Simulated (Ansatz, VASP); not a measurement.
## One calculation of PtC3, two programs

```xyz
4
Lattice="3.6161 0.0000 0.0000 0.0000 3.6161 0.0000 0.0000 0.0000 2.9371" Properties=species:S:1:pos:R:3 pbc="T T T"
Pt    0.0000    0.0000    0.0000
C     0.0000    1.8080    1.4686
C     1.8080    0.0000    1.4686
C     1.8080    1.8080    0.0000
```

Alike in both runs: functional PBE; k mesh 12 × 12 × 16; occupations gaussian, width 0.1 eV; no spin polarisation.

Ansatz relaxed the structure, and its values are those at the end. VASP's run is a single point on that final structure, the one shown.

```csv
,VASP,Ansatz
version,VASP 6.6.1,Ansatz 0.2.0
potentials or method,"VASP PAW PBE potentials, release 64 (Pt, C), cutoff 520 eV","scalar-relativistic, plane waves, PAW"
valence electrons in the cell,22,30
```

|  | VASP | Ansatz | Ansatz less VASP |
| --- | --- | --- | --- |
| gap on the k mesh at the Fermi level (eV) | none | none | - |
| pressure (GPa) | -0.1 | 0.0 | +0.06 |

A gap of «none» marks a metal or a gap that the smearing closes. VASP's potentials hold 22 valence electrons a cell and Ansatz's 30, so a difference there can come from the potentials and not from the codes.

Neither program's run includes spin-orbit coupling.
